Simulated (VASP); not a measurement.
# InSb3 (R-3m) in VASP: notebook

InSb3 is run at these levels: PBEsol; tasks: single point.

All numbers are computed with VASP 6.6.1; they aren't measurements. Logs are shortened: lines on timing, memory, paths and dates and some standing lists are left out, and cuts for length are marked.

## 1. The cell of the first run

It takes space group R-3m (No. 166, trigonal). Conventional cell: a = 6.564 Å, b = 6.564 Å, c = 7.753 Å, α = 90.00°, β = 90.00°, γ = 120.00°. In (site symmetry -3m) has 12 Sb at 3.20 to 3.28 Å within 4.2 Å. Within 4.2 Å of Sb (site symmetry 2/m) lie 4 In at 3.20 to 3.28 Å and 8 Sb at 3.20 to 3.28 Å.

## 2. Single point, PBEsol

Input file INCAR:

```
  PREC = Accurate
  ENCUT = 520
  EDIFF = 1E-6
  ISMEAR = 0
  SIGMA = 0.15
  LREAL = F
  LASPH = T
  NELM = 60
  ALGO = Normal
  ISIF = 2
  LWAVE = F
  LCHARG = T
  GGA = PS
  LELF = T
  LVHAR = T
  NBANDS = 22
```

Input file KPOINTS:

```
regular mesh
0
Gamma
  8 8 8
```

Input file POSCAR:

```
InSb3
1.0
    4.5866084372     -0.0550865859     -0.0550865859
   -0.0550865859      4.5866084372     -0.0550865859
   -0.0550865859     -0.0550865859      4.5866084372
In Sb
1 3
Direct
    0.0000000000      0.0000000000      0.0000000000
    0.5000000000      0.0000000000      0.5000000000
    0.0000000000      0.5000000000      0.5000000000
    0.5000000000      0.5000000000      0.0000000000
```

Potentials or basis: VASP PAW PBE potentials, release 64 (In_d, Sb).

Command:

```bash
cat potpaw_PBE.64/In_d/POTCAR potpaw_PBE.64/Sb/POTCAR > POTCAR
mpirun -np 1 vasp_std > vasp.out
```

OUTCAR:

```text
PREC = Accurate
   ENCUT = 520
   EDIFF = 1E-6
   ISMEAR = 0
   LREAL = F
   LASPH = T
   NELM = 60
   ISIF = 2
   GGA = PS

 ion  position               nearest neighbor table
   1  0.000  0.000  0.000-   2 3.20   3 3.20   4 3.20   3 3.20   2 3.20   4 3.20   4 3.28   2 3.28
                             2 3.28   4 3.28   3 3.28   3 3.28
   2  0.500  0.000  0.500-   1 3.20   3 3.20   4 3.20   4 3.20   1 3.20   3 3.20   4 3.28   1 3.28
                             1 3.28   3 3.28   4 3.28   3 3.28
   3  0.000  0.500  0.500-   1 3.20   2 3.20   4 3.20   1 3.20   4 3.20   2 3.20   2 3.28   1 3.28
                             2 3.28   4 3.28   4 3.28   1 3.28
   4  0.500  0.500  0.000-   1 3.20   2 3.20   3 3.20   2 3.20   3 3.20   1 3.20   2 3.28   2 3.28
                             1 3.28   3 3.28   3 3.28   1 3.28

  LATTYP: Found a trigonal (rhomboedric) cell.
 ALAT       =     4.5872699964
 COS(alpha) =    -0.0238694848

  Lattice vectors:

 A1 = (   4.5866084372,  -0.0550865859,  -0.0550865859)
 A2 = (  -0.0550865859,   4.5866084372,  -0.0550865859)
 A3 = (  -0.0550865859,  -0.0550865859,   4.5866084372)

Analysis of symmetry for initial positions (statically):
=====================================================================
 Subroutine PRICEL returns:
 Original cell was already a primitive cell.

 Routine SETGRP: Setting up the symmetry group for a
 trigonal (rhombohedral) supercell.

 Subroutine GETGRP returns: Found 12 space group operations
 (whereof 12 operations were pure point group operations)
 out of a pool of 12 trial point group operations.

The static configuration has the point symmetry D_3d.

Analysis of symmetry for dynamics (positions and initial velocities):
=====================================================================
 Subroutine PRICEL returns:
 Original cell was already a primitive cell.

 Routine SETGRP: Setting up the symmetry group for a
 trigonal (rhombohedral) supercell.

 Subroutine GETGRP returns: Found 12 space group operations
 (whereof 12 operations were pure point group operations)
 out of a pool of 12 trial point group operations.

The dynamic configuration has the point symmetry D_3d.

 Subroutine INISYM returns: Found 12 space group operations
 (whereof 12 operations are pure point group operations),
 and found     1 'primitive' translations

----------------------------------------------------------------------------------------

                                     Primitive cell

  volume of cell :      96.4463

  direct lattice vectors                    reciprocal lattice vectors
[... 94 lines left out ...]
   NSW    =      0    number of steps for IOM
   IBRION =     -1    ionic relax: 0-MD 1-quasi-New 2-CG
   NFREE  =      0    steps in history (QN), initial steepest desc. (CG)
   ISIF   =      2    stress and relaxation
   ISYM   =      2    0-nonsym 1-usesym 2-fastsym
   POTIM  = 0.5000    time-step for ionic-motion
   TEBEG  =    0.0;   TEEND  =   0.0 temperature during run
   PSTRESS=    0.0 pullay stress
   NELECT =      28.0000    total number of electrons
   NUPDOWN=      -1.0000    fix difference up-down
   EMIN   =  10.00;   EMAX   =-10.00  energy-range for DOS
   EFERMI =   0.00;   METHOD = LEGACY
   ISMEAR =     0;   SIGMA  =   0.15  broadening in eV -4-tet -1-fermi 0-gaus
   EFERMI_NEDOS =   21; number of points for ismear=-14 and -15
   IALGO  =     38    algorithm
   IMIX   =      4    mixing-type and parameters
     AMIX     =   0.40;   BMIX     =  1.00
     AMIX_MAG =   1.60;   BMIX_MAG =  1.00
  volume/ion in A,a.u.               =      24.11       162.71
  Fermi-wavevector in a.u.,A,eV,Ry     =   1.084008  2.048477 15.987832  1.175073
  Thomas-Fermi vector in A             =   2.220087
   LORBIT       =      0    0 simple, 1 ext, 2 COOP (PROOUT), +10 PAW based schemes
   GGA     = PS    functional components
   LHFCALC =     F    Hartree Fock is set to
   AEXX    =    0.0000 exact exchange contribution
   IVDW    =     0    specifies the selected vdW correction
   LEPSILON=     F    determine dielectric tensor
   LRPA    =     F    only Hartree local field effects (RPA)
 non-spin polarized calculation
 Gauss-broadening in eV      SIGMA  =   0.15
  energy-cutoff  :      520.00
  volume of cell :       96.45
 maximum number of plane-waves:      2618
 NGX is ok and might be reduce to    36
   NGX = 17   NGY = 17   NGZ = 17

 number of electron      27.9999994 magnetization

 Free energy of the ion-electron system (eV)
  ---------------------------------------------------
  ext. energy  EPLUGINS =         0.00000000
  ---------------------------------------------------
  free energy    TOTEN  =       -15.86791338 eV

  energy without entropy =      -15.84809819  energy(sigma->0) =      -15.85800579

 E-fermi :   9.5189     XC(G=0): -10.8093

 val. band max:        9.5179094812   @ k =  -0.3750   0.5000   0.1250
 cond. band min:       9.5806409891   @ k =  -0.2500   0.1250   0.0000
 fundamental gap:      0.0627315079
 Fermi energy:         9.5188852132

 k-point     1 :       0.0000    0.0000    0.0000
  band No.  band energies     occupation
      1      -5.0805      2.00000
      2      -5.0805      2.00000
      3      -5.0471      2.00000
      4      -5.0465      2.00000
      5      -5.0465      2.00000
      6      -3.7488      2.00000
[... 589 lines left out ...]
     21      14.8100      0.00000
     22      15.6841      0.00000

 [... further k-points ...]

------------------------ aborting loop because EDIFF is reached ----------------------------------------

  FORCE on cell =-STRESS in cart. coord.  units (eV):
  Direction    XX          YY          ZZ          XY          YZ          ZX
  --------------------------------------------------------------------------------------
  -------------------------------------------------------------------------------------
  Total        4.1808391      4.1808391      4.1808391      0.4054982      0.4054982      0.4054982
  in kB       69.4526022     69.4526022     69.4526022      6.7361854      6.7361854      6.7361854
  external PRESSURE =      69.4526022 kB  Pullay stress =       0.0000000 kB

 VOLUME and BASIS-vectors are now :
 -----------------------------------------------------------------------------
  energy-cutoff  :      520.00
  volume of cell :       96.45
      direct lattice vectors                 reciprocal lattice vectors
     4.586608437 -0.055086586 -0.055086586     0.218089706  0.002651166  0.002651166
    -0.055086586  4.586608437 -0.055086586     0.002651166  0.218089706  0.002651166
    -0.055086586 -0.055086586  4.586608437     0.002651166  0.002651166  0.218089706

 POSITION                                       TOTAL-FORCE (eV/Angst)
 -----------------------------------------------------------------------------------
      0.00000      0.00000      0.00000         0.000000      0.000000     -0.000000
      2.26576     -0.05509      2.26576         0.000000      0.000000      0.000000
     -0.05509      2.26576      2.26576         0.000000     -0.000000     -0.000000
      2.26576      2.26576     -0.05509        -0.000000      0.000000     -0.000000
 -----------------------------------------------------------------------------------
    total drift:                               -0.000000     -0.000000     -0.000000

  FREE ENERGIE OF THE ION-ELECTRON SYSTEM (eV)
  ---------------------------------------------------
  free  energy   TOTEN  =       -15.8679133832 eV

  energy  without entropy=      -15.8480981894  energy(sigma->0) =      -15.85800579
```

stdout:

```text
POSCAR found type information on POSCAR InSb
 POSCAR found :  2 types and       4 ions
 scaLAPACK will be used
 -----------------------------------------------------------------------------
|                                                                             |
|                                                                             |
|     You enforced a specific xc type in the INCAR file but a different       |
|     I HOPE YOU KNOW WHAT YOU ARE DOING!                                     |
|                                                                             |
 -----------------------------------------------------------------------------

 LDA part: xc-table for (Slater+PW92), standard interpolation
 POSCAR, INCAR and KPOINTS ok, starting setup
 FFT: planning ... GRIDC
 FFT: planning ... GRID_SOFT
 FFT: planning ... GRID
 WAVECAR not read
 entering main loop
```

Run time: 94 s. Hardware: 1 thread of Intel Xeon 8259CL, shared host; peak memory 0.29 GiB.

Results:

```
Free energy            : -15.8679 eV
Pressure               : 6.9 GPa
Band gap on the k mesh : zero (bands 14 and 15 overlap by 5.21 eV)
```

Caveat: the cell stands under pressure; the PAW data sets were made with another functional, which shifts forces and pressure a little; spin-orbit coupling is left out, which moves the levels of the heavy elements.

## 3. Single point, PBEsol

This run uses another cell than the first one, of 25.63 Å³/atom.

Input file INCAR:

```
PREC = Accurate
ENCUT = 520
EDIFF = 1E-6
ISMEAR = 0
SIGMA = 0.15
LREAL = F
LASPH = T
NELM = 60
ALGO = Normal
ISIF = 2
LWAVE = F
LCHARG = T
GGA = PS
LELF = T
LVHAR = T
NBANDS = 22
```

Input file KPOINTS:

```
Automatic mesh
0
Gamma
  8 8 8
```

Input file POSCAR:

```
InSb3
1.0
    4.6811776833      0.0550865859      0.0550865859
    0.0550865859      4.6811776833      0.0550865859
    0.0550865859      0.0550865859      4.6811776833
In Sb
1 3
Direct
    0.0000000000      0.0000000000      0.0000000000
    0.5000000000      0.0000000000      0.5000000000
    0.0000000000      0.5000000000      0.5000000000
    0.5000000000      0.5000000000      0.0000000000
```

Potentials or basis: VASP PAW PBE potentials, release 64 (In_d, Sb).

Command:

```bash
cat potpaw_PBE.64/In_d/POTCAR potpaw_PBE.64/Sb/POTCAR > POTCAR
mpirun -np 1 vasp_std > vasp.out
```

It took 1.9 min on 1 thread of Intel Xeon 8259CL, shared host; peak memory 0.29 GiB.

It converged, with:

```yaml
Free_energy: -16.0344 eV
Pressure: 2.1 GPa
Band_gap_on_the_k_mesh: zero (bands 14 and 15 overlap by 4.82 eV)
```

Stress tensor (GPa, compression positive):
```
 2.06 -0.60 -0.60
-0.60  2.06 -0.60
-0.60 -0.60  2.06
```

Levels at points of the mesh, in eV from the Fermi level:
```tsv
k point	band 10	band 11	band 12	band 13	band 14	band 15	band 16	band 17	band 18	band 19
(0.00, 0.00, 0.00)	-4.63	-4.63	-3.61	0.32	0.32	0.80	1.56	2.00	2.00	4.74
(0.50, 0.00, 0.00)	-3.21	-3.02	-2.39	-2.24	-1.24	-0.99	2.09	2.44	2.67	2.73
(0.50, 0.50, 0.00)	-2.53	-1.76	-1.66	-1.40	-1.30	-1.11	-0.28	0.95	3.53	3.99
(0.50, 0.50, 0.50)	-5.50	-5.39	-5.39	-4.98	3.71	3.71	3.99	4.18	4.18	6.50
```

Caveat: the PAW data sets were made with another functional, which shifts forces and pressure a little; spin-orbit coupling is left out, which moves the levels of the heavy elements.
